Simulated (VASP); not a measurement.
# B16P16H (a cell with a defect) in VASP: further runs

The runs below take B16P16H (a cell with a defect) through single point, relaxation of the atoms, with PBE.

Everything below comes from runs of VASP 6.6.1. Logs are shortened: lines on timing, memory, paths and dates and some standing lists are left out, and cuts for length are marked.

## 1. The cell of the first run

The cell holds a defect, 33 atoms: a = 7.878 Å, b = 7.878 Å, c = 7.878 Å, α = 109.47°, β = 109.47°, γ = 109.47°.

## 2. Single point, PBE

The input, INCAR:

```
SYSTEM = B16P16H
PREC = Accurate ; ENCUT = 520
EDIFF = 1E-6 ; ISMEAR = 0
SIGMA = 0.02 ; LREAL = Auto
LASPH = .True. ; NELM = 60
ALGO = Normal ; ISIF = 2
LWAVE = .False. ; LCHARG = .False.
GGA = PE ; NELECT = 130.0
NBANDS = 86
```

The input, KPOINTS:

```
Automatic mesh
0
Gamma
  2 2 2
  0.5 0.5 0.5
```

The input, POSCAR:

```
B16P16H
1.0
   -4.5481928018      4.5481928018     -4.5481928018
   -4.5481928018     -4.5481928018      4.5481928018
    4.5481928018      4.5481928018      4.5481928018
B P H
16 16 1
Direct
    0.2534436314      0.2499979771      0.5034394098
    0.0000083550      0.5034582085      0.5034590880
    0.0000037377      0.2500019347      0.7508445989
    0.7499973393      0.7500001976      0.5000010112
    0.7499967896      0.5000007913      0.7499992082
    0.7465528943      0.2499998460     -0.0034576371
    0.4999993622     -0.0000023086      0.4999977132
    0.4991578191      0.7491561261      0.7491556863
    0.4999985926      0.4999982628     -0.0000029682
    0.5008653105      0.2500017149      0.2500014950
    0.2499996261      0.0000007695      0.7500027261
    0.2500002857      0.7500029459      0.0000005497
    0.2534451705      0.5034402893      0.2499990765
    0.0000043974     -0.0034380689     -0.0034367496
    0.0000032980      0.7508409711      0.2500013851
    0.7465550930     -0.0034568675      0.2500006155
    0.0000006596      0.0047543059      0.2500009453
    0.7547988068      0.2499992963      0.2499994063
    0.7497858267     -0.0002150305      0.5008957622
    0.5011116721      0.5002096655      0.2499976473
    0.5011105728      0.2499975374      0.5002088960
    0.4988863927     -0.0008977192      0.7488861287
    0.2502169652      0.7511053618      0.2499979771
    0.2452339970      0.4952348324      0.4952347225
    0.2502159758      0.2499980871      0.7511049221
    0.2509028420     -0.0002052464     -0.0002051364
   -0.0000013192      0.7511130572      0.5002197794
   -0.0000010993      0.5002195595      0.7511139366
    0.0000004397      0.2500007255      0.0047573841
    0.7491081949      0.7488952532      0.7488951433
    0.7497842877      0.5008956522     -0.0002162397
    0.4988880417      0.7488878877     -0.0008969497
   -0.0000454026      0.2500020447      0.2500041334
```

Potentials or basis: VASP PAW PBE potentials, release 64 (B, P, H).

Command:

```sh
cat potpaw_PBE.64/B/POTCAR potpaw_PBE.64/P/POTCAR potpaw_PBE.64/H/POTCAR > POTCAR
mpirun -np 1 vasp_std > vasp.out
```

OUTCAR:

```text
SYSTEM = B16P16H
   PREC = Accurate
   ENCUT = 520
   EDIFF = 1E-6
   ISMEAR = 0
   LREAL = Auto
   LASPH = .True.
   NELM = 60
   ISIF = 2
   GGA = PE
   NELECT = 130.0

 ion  position               nearest neighbor table
   1  0.253  0.250  0.503-  25 1.96  21 1.96  17 1.98  24 1.98
   2  0.000  0.503  0.503-  28 1.96  27 1.96  24 1.98  18 1.98
   3  0.000  0.250  0.751-  25 1.97  19 1.97  28 1.97  29 2.00
   4  0.750  0.750  0.500-  19 1.97  27 1.97  30 1.97  20 1.97
   5  0.750  0.500  0.750-  31 1.97  28 1.97  30 1.97  21 1.97
   6  0.747  0.250  0.997-  31 1.96  22 1.96  29 1.98  18 1.98
[... 24 lines left out ...]
  31  0.750  0.501  1.000-   6 1.96   5 1.97   9 1.97  15 1.97
  32  0.499  0.749  0.999-  16 1.96   9 1.97  12 1.97   8 1.97
  33  1.000  0.250  0.250-

  LATTYP: Found a body centered cubic cell.
 ALAT       =     9.0963856036

  Lattice vectors:

 A1 = (  -4.5481928018,   4.5481928018,  -4.5481928018)
 A2 = (  -4.5481928018,  -4.5481928018,   4.5481928018)
 A3 = (   4.5481928018,   4.5481928018,   4.5481928018)

Analysis of symmetry for initial positions (statically):
=====================================================================
 Subroutine PRICEL returns:
 Original cell was already a primitive cell.

 Routine SETGRP: Setting up the symmetry group for a
 body centered cubic supercell.

 Subroutine GETGRP returns: Found  2 space group operations
 (whereof  2 operations were pure point group operations)
 out of a pool of 48 trial point group operations.

The static configuration has the point symmetry C_1h.

Analysis of symmetry for dynamics (positions and initial velocities):
=====================================================================
 Subroutine PRICEL returns:
 Original cell was already a primitive cell.

 Routine SETGRP: Setting up the symmetry group for a
 body centered cubic supercell.

 Subroutine GETGRP returns: Found  2 space group operations
 (whereof  2 operations were pure point group operations)
 out of a pool of 48 trial point group operations.

The dynamic configuration has the point symmetry C_1h.

 Subroutine INISYM returns: Found  2 space group operations
 (whereof  2 operations are pure point group operations),
 and found     1 'primitive' translations

----------------------------------------------------------------------------------------

                                     Primitive cell

  volume of cell :     376.3367

  direct lattice vectors                    reciprocal lattice vectors
    -4.548192802  4.548192802 -4.548192802    -0.109933774  0.109933774  0.000000000
    -4.548192802 -4.548192802  4.548192802    -0.109933774  0.000000000  0.109933774
     4.548192802  4.548192802  4.548192802     0.000000000  0.109933774  0.109933774

  length of vectors
     7.877701015  7.877701015  7.877701015     0.155469834  0.155469834  0.155469834

  position of ions in fractional coordinates (direct lattice)
     0.253443631  0.249997977  0.503439410
     0.000008355  0.503458208  0.503459088
     0.000003738  0.250001935  0.750844599
     0.749997339  0.750000198  0.500001011
     0.749996790  0.500000791  0.749999208
     0.746552894  0.249999846  0.996542363
[... 25 lines left out ...]
     0.498888042  0.748887888  0.999103050
     0.999954597  0.250002045  0.250004133

  ion indices of the primitive-cell ions
   primitive index   ion index
                 1           1
                 2           2
                 3           3
                 4           4
                 5           5
                 6           6
[... 25 lines left out ...]
                32          32
                33          33

----------------------------------------------------------------------------------------

 KPOINTS: Automatic mesh

Automatic generation of k-mesh.
 Grid dimensions read from file:
 generate k-points for:    2    2    2

 Generating k-lattice:

  Cartesian coordinates                     Fractional coordinates (reciprocal lattice)
    -0.054966887  0.054966887  0.000000000     0.500000000  0.000000000  0.000000000
    -0.054966887  0.000000000  0.054966887     0.000000000  0.500000000  0.000000000
     0.000000000  0.054966887  0.054966887     0.000000000  0.000000000  0.500000000

  Length of vectors
     0.077734917  0.077734917  0.077734917

  Shift w.r.t. Gamma in fractional coordinates (k-lattice)
     0.500000000  0.500000000  0.500000000

 Subroutine IBZKPT returns following result:
 ===========================================

 Found      3 irreducible k-points:

 Following reciprocal coordinates:
            Coordinates               Weight
  0.250000  0.250000  0.250000      2.000000
 -0.250000  0.250000  0.250000      2.000000
  0.250000 -0.250000  0.250000      4.000000
   k-points           NKPTS =      3   k-points in BZ     NKDIM =      3   number of bands    NBANDS=     86
   number of dos      NEDOS =    301   number of ions     NIONS =     33
   total plane-waves  NPLWV = 216000
   dimension x,y,z NGX =    60 NGY =   60 NGZ =   60
   dimension x,y,z NGXF=   120 NGYF=  120 NGZF=  120
   ions per type =              16  16   1
   NGX,Y,Z   is equivalent  to a cutoff of  12.66, 12.66, 12.66 a.u.
   NGXF,Y,Z  is equivalent  to a cutoff of  25.32, 25.32, 25.32 a.u.
 SYSTEM =  B16P16H
   PREC   = accura    normal or accurate (medium, high low for compatibility)
   ISTART =      0    job   : 0-new  1-cont  2-samecut
   ICHARG =      2    charge: 1-file 2-atom 10-const
   ISPIN  =      1    spin polarized calculation?
   LNONCOLLINEAR =      F non collinear calculations
   LSORBIT =      F    spin-orbit coupling
   LASPH  =      T    aspherical Exc in radial PAW
   ENCUT  =  520.0 eV  38.22 Ry    6.18 a.u.  14.65 14.65 14.65*2*pi/ulx,y,z
   NELM   =     60;   NELMIN=  2; NELMDL= -5     # of ELM steps
   EDIFF  = 0.1E-05   stopping-criterion for ELM
   LREAL  =      T    real-space projection
   EDIFFG = 0.1E-04   stopping-criterion for IOM
   NSW    =      0    number of steps for IOM
   IBRION =     -1    ionic relax: 0-MD 1-quasi-New 2-CG
   NFREE  =      0    steps in history (QN), initial steepest desc. (CG)
   ISIF   =      2    stress and relaxation
   ISYM   =      2    0-nonsym 1-usesym 2-fastsym
   POTIM  = 0.5000    time-step for ionic-motion
   TEBEG  =    0.0;   TEEND  =   0.0 temperature during run
   PSTRESS=    0.0 pullay stress
   NELECT =     130.0000    total number of electrons
   NUPDOWN=      -1.0000    fix difference up-down
   EMIN   =  10.00;   EMAX   =-10.00  energy-range for DOS
   EFERMI =   0.00;   METHOD = LEGACY
   ISMEAR =     0;   SIGMA  =   0.02  broadening in eV -4-tet -1-fermi 0-gaus
   EFERMI_NEDOS =   21; number of points for ismear=-14 and -15
   IALGO  =     38    algorithm
   IMIX   =      4    mixing-type and parameters
     AMIX     =   0.40;   BMIX     =  1.00
     AMIX_MAG =   1.60;   BMIX_MAG =  1.00
  volume/ion in A,a.u.               =      11.40        76.96
  Fermi-wavevector in a.u.,A,eV,Ry     =   1.148675  2.170681 17.952258  1.319454
  Thomas-Fermi vector in A             =   2.285349
   LORBIT       =      0    0 simple, 1 ext, 2 COOP (PROOUT), +10 PAW based schemes
   GGA     = PE    functional components
   LHFCALC =     F    Hartree Fock is set to
   AEXX    =    0.0000 exact exchange contribution
   IVDW    =     0    specifies the selected vdW correction
   LEPSILON=     F    determine dielectric tensor
   LRPA    =     F    only Hartree local field effects (RPA)
 non-spin polarized calculation
 Gauss-broadening in eV      SIGMA  =   0.02
  energy-cutoff  :      520.00
  volume of cell :      376.34
 maximum number of plane-waves:     10168
 NGX is ok and might be reduce to    60
   NGX = 29   NGY = 29   NGZ = 29

 number of electron     130.0000007 magnetization

 Free energy of the ion-electron system (eV)
  ---------------------------------------------------
  ext. energy  EPLUGINS =         0.00000000
  ---------------------------------------------------
  free energy    TOTEN  =      -199.85855877 eV

  energy without entropy =     -199.85855877  energy(sigma->0) =     -199.85855877

 E-fermi :   7.7198     XC(G=0): -10.9514

 val. band max:        7.6202538694   @ k =   0.2500  -0.2500   0.2500
 cond. band min:       8.9616080121   @ k =   0.2500  -0.2500   0.2500
 fundamental gap:      1.3413541427
 Fermi energy:         7.7197790044

 k-point     1 :       0.2500    0.2500    0.2500
  band No.  band energies     occupation
      1      -7.1205      2.00000
      2      -6.9670      2.00000
      3      -6.9669      2.00000
      4      -6.9669      2.00000
      5      -4.6412      2.00000
      6      -4.4108      2.00000
[... 69 lines left out ...]
     76       9.9452      0.00000
     77      11.1497      0.00000

 k-point     2 :      -0.2500    0.2500    0.2500
  band No.  band energies     occupation
      1      -7.7363      2.00000
      2      -6.4284      2.00000
      3      -6.2879      2.00000
      4      -6.2066      2.00000
      5      -6.2063      2.00000
      6      -5.1920      2.00000
[... 69 lines left out ...]
     76      11.0655      0.00000
     77      11.3243      0.00000

 k-point     3 :       0.2500   -0.2500    0.2500
  band No.  band energies     occupation
      1      -7.7363      2.00000
      2      -6.4284      2.00000
      3      -6.2879      2.00000
      4      -6.2066      2.00000
      5      -6.2064      2.00000
      6      -5.1919      2.00000
[... 69 lines left out ...]
     76      11.0655      0.00000
     77      11.3243      0.00000
 [bands above 77 left out]

------------------------ aborting loop because EDIFF is reached ----------------------------------------

  FORCE on cell =-STRESS in cart. coord.  units (eV):
  Direction    XX          YY          ZZ          XY          YZ          ZX
  --------------------------------------------------------------------------------------
  -------------------------------------------------------------------------------------
  Total       12.0684967     12.0684967     12.0688189      0.0010386      0.0003179     -0.0003179
  in kB       51.3791797     51.3791797     51.3805515      0.0044214      0.0013532     -0.0013534
  external PRESSURE =      51.3796370 kB  Pullay stress =       0.0000000 kB

 VOLUME and BASIS-vectors are now :
 -----------------------------------------------------------------------------
  energy-cutoff  :      520.00
  volume of cell :      376.34
      direct lattice vectors                 reciprocal lattice vectors
    -4.548192802  4.548192802 -4.548192802    -0.109933774  0.109933774  0.000000000
    -4.548192802 -4.548192802  4.548192802    -0.109933774  0.000000000  0.109933774
     4.548192802  4.548192802  4.548192802     0.000000000  0.109933774  0.109933774

 POSITION                                       TOTAL-FORCE (eV/Angst)
 -----------------------------------------------------------------------------------
     -0.00001      2.30541      2.27407         0.000063     -0.007562     -0.000057
     -0.00003      0.00004      4.57962         0.000205     -0.000205     -0.008048
      2.27791      2.27795      4.55203        -0.004477     -0.004537     -0.004442
     -4.54818      2.27409      2.27411        -0.000071      0.000094      0.000018
     -2.27409      4.54817      2.27411        -0.000094      0.000071      0.000018
     -0.00005      6.79089      2.27405         0.000234      0.007892      0.000094
[... 25 lines left out ...]
     -1.13101      3.40707      5.68116         0.006229     -0.004132     -0.004133
     -4.54798      4.54800     -2.27386        -0.000596      0.000596     -0.000512
 -----------------------------------------------------------------------------------
    total drift:                               -0.002074     -0.002318     -0.000873

  FREE ENERGIE OF THE ION-ELECTRON SYSTEM (eV)
  ---------------------------------------------------
  free  energy   TOTEN  =      -199.8585587664 eV

  energy  without entropy=     -199.8585587664  energy(sigma->0) =     -199.85855877
```

Run time: 2.8 min. Hardware: 1 thread of Intel Xeon Platinum 8259CL at 2.50GHz (Skylake/Cascade Lake), shared host; peak memory 0.52 GiB.

What came out:

```
Free energy   : -199.8586 eV
Largest force : 0.021 eV/Å
```

Forces on the atoms (eV/Å):
```
B    0.000 -0.008  0.000
B    0.000  0.000 -0.008
B   -0.004 -0.005 -0.004
B    0.000  0.000  0.000
B    0.000  0.000  0.000
B    0.000  0.008  0.000
B    0.000  0.000  0.000
B   -0.004  0.004  0.004
B    0.000  0.000  0.000
B    0.005 -0.005  0.005
B    0.000  0.000  0.000
B    0.000  0.000  0.000
B    0.008  0.000  0.000
B    0.000  0.000  0.007
B    0.005  0.004 -0.004
B   -0.008  0.000  0.000
P   -0.012 -0.012  0.012
P   -0.011  0.011 -0.011
P    0.006  0.004  0.004
P   -0.006  0.004 -0.004
P   -0.004  0.006 -0.004
P    0.004 -0.006 -0.004
P   -0.006 -0.004  0.004
P    0.012 -0.012 -0.012
P    0.004  0.006  0.004
P   -0.004  0.004 -0.007
P   -0.004 -0.004  0.006
P    0.004  0.004  0.006
P    0.012  0.012  0.012
P    0.004 -0.004 -0.007
P   -0.004 -0.006  0.004
P    0.006 -0.004 -0.004
H   -0.001  0.001 -0.001
```

Levels at points of the mesh, in eV from the Fermi level:
```tsv
k point	band 63	band 64	band 65	band 66	band 67	band 68
(0.25, 0.25, 0.25)	-1.41	-1.41	-0.32	2.11	2.11	2.11
```

Caveat: the cell carries a net charge on a neutralising background, which shifts energy and pressure; the cell is charged against a uniform background, so pressure and absolute levels hang on convention.

## 3. Relaxation of the atoms, PBE (with an interstitial atom)

The input, INCAR:

```
SYSTEM = B16P16H
PREC = Accurate
ENCUT = 520
EDIFF = 1E-6
ISMEAR = 0
SIGMA = 0.01
LREAL = Auto
LASPH = .True.
NELM = 80
ALGO = Normal
ISIF = 2
LWAVE = .False.
LCHARG = .False.
GGA = PE
IBRION = 2
NSW = 65
EDIFFG = -0.025
NELECT = 128.0
```

KPOINTS is that of step 2.

The input, POSCAR:

```
B16P16H
1.0
   -4.5481926827      4.5481926827      4.5481926827
    4.5481926827     -4.5481926827      4.5481926827
    4.5481926827      4.5481926827     -4.5481926827
B P H
16 16 1
Direct
    0.4996005885      0.4996005885      0.0005210233
    0.5009609568      0.7500000000      0.7500000000
    0.4996005885      0.0005210233      0.4996005885
    0.7500000000      0.2509204348      0.0003994115
    0.4994789767      0.2490795652      0.2490795652
    0.7500000000      0.5009609568      0.7500000000
    0.7500000000      0.7500000000      0.5009609568
   -0.0009609568     -0.0009609568     -0.0009609568
    0.7500000000      0.0003994115      0.2509204348
    0.0003994115      0.2509204348      0.7500000000
    0.0005210233      0.4996005885      0.4996005885
    0.2509204348      0.7500000000      0.0003994115
    0.0003994115      0.7500000000      0.2509204348
    0.2509204348      0.0003994115      0.7500000000
    0.2490795652      0.2490795652      0.4994789767
    0.2490795652      0.4994789767      0.2490795652
    0.2500000000      0.5000000000      0.0000000000
    0.2493707848      0.7500000000      0.7500000000
    0.2500000000      0.0000000000      0.5000000000
    0.5000000000      0.2500000000      0.0000000000
    0.2506292152      0.2506292152      0.2506292152
    0.4979589349      0.4979589349      0.7500000000
    0.4979589349      0.7500000000      0.4979589349
    0.7500000000      0.0020410651      0.0020410651
    0.5000000000      0.0000000000      0.2500000000
    0.7500000000      0.2493707848      0.7500000000
    0.7500000000      0.4979589349      0.4979589349
    0.0020410651      0.7500000000      0.0020410651
    0.7500000000      0.7500000000      0.2493707848
    0.0020410651      0.0020410651      0.7500000000
    0.0000000000      0.2500000000      0.5000000000
    0.0000000000      0.5000000000      0.2500000000
    0.7500000000      0.7500000000      0.7500000000
```

Potentials or basis: VASP PAW PBE potentials, release 64 (B, P, H).

Command:

```sh
cat potpaw_PBE.64/B/POTCAR potpaw_PBE.64/P/POTCAR potpaw_PBE.64/H/POTCAR > POTCAR
mpirun -np 1 vasp_std > vasp.out
```

Run time: 8.8 min. Hardware: 1 thread of Intel Xeon Platinum 8259CL at 2.50GHz (Skylake/Cascade Lake), shared host; peak memory 0.55 GiB.

The run converged. Its results:

```
Free energy                  : -214.5419 eV
Energy gained by relaxing    : 0.2 meV/atom
Ionic steps                  : 7
Largest force after relaxing : 0.005 eV/Å
```

Forces in eV/Å, atoms in the order of the input:
```
B   -0.002 -0.002  0.003
B    0.003 -0.003 -0.003
B   -0.002  0.003 -0.002
B   -0.003  0.002 -0.002
B    0.003  0.002  0.002
B   -0.003  0.003 -0.003
B   -0.003 -0.003  0.003
B    0.003  0.003  0.003
B   -0.003 -0.002  0.002
B   -0.002  0.002 -0.003
B    0.003 -0.002 -0.002
B    0.002 -0.003 -0.002
B   -0.002 -0.003  0.002
B    0.002 -0.002 -0.003
B    0.002  0.002  0.003
B    0.002  0.003  0.002
P    0.000  0.000  0.000
P   -0.002  0.002  0.002
P    0.000  0.000  0.000
P    0.000  0.000  0.000
P   -0.002 -0.002 -0.002
P    0.000  0.000 -0.002
P    0.000 -0.002  0.000
P    0.002  0.000  0.000
P    0.000  0.000  0.000
P    0.002 -0.002  0.002
P   -0.002  0.000  0.000
P    0.000  0.002  0.000
P    0.002  0.002 -0.002
P    0.000  0.000  0.002
P    0.000  0.000  0.000
P    0.000  0.000  0.000
H    0.000  0.000  0.000
```

The path:
```csv
step,energy change (eV),largest force (eV/Å),pressure (GPa)
1,0.0000,0.1484,-4.36
2,-0.0061,0.0699,-4.36
3,-0.0062,0.0632,-4.36
4,-0.0069,0.0257,-4.35
5,-0.0070,0.0360,-4.35
6,-0.0070,0.0333,-4.35
7,-0.0072,0.0049,-4.35
```

Final structure:
```
B P H
1.0
    -4.54819    4.54819    4.54819
     4.54819   -4.54819    4.54819
     4.54819    4.54819   -4.54819
B P H
16 16 1
Direct
  0.50035 0.50035 0.00166
  0.50130 0.75000 0.75000
  0.50035 0.00166 0.50035
  0.75000 0.25131 0.99965
  0.49834 0.24869 0.24869
  0.75000 0.50130 0.75000
  0.75000 0.75000 0.50130
  0.99870 0.99870 0.99870
  0.75000 0.99965 0.25131
  0.99965 0.25131 0.75000
  0.00166 0.50035 0.50035
  0.25131 0.75000 0.99965
  0.99965 0.75000 0.25131
  0.25131 0.99965 0.75000
  0.24869 0.24869 0.49834
  0.24869 0.49834 0.24869
  0.25000 0.50000 0.00000
  0.25004 0.75000 0.75000
  0.25000 0.00000 0.50000
  0.50000 0.25000 0.00000
  0.24996 0.24996 0.24996
  0.49756 0.49756 0.75000
  0.49756 0.75000 0.49756
  0.75000 0.00244 0.00244
  0.50000 0.00000 0.25000
  0.75000 0.25004 0.75000
  0.75000 0.49756 0.49756
  0.00244 0.75000 0.00244
  0.75000 0.75000 0.25004
  0.00244 0.00244 0.75000
  0.00000 0.25000 0.50000
  0.00000 0.50000 0.25000
  0.75000 0.75000 0.75000
```

Levels at points of the mesh, in eV from the Fermi level:
```csv
k point,band 62,band 63,band 64,band 65,band 66,band 67
"(0.25, 0.25, 0.25)",-0.07,-0.07,-0.07,0.57,3.50,3.50
```

Caveat: the cell carries a net charge on a neutralising background, which shifts energy and pressure; the cell differs from its parent crystal (with an interstitial atom); the cell is charged against a uniform background, so pressure and absolute levels hang on convention.
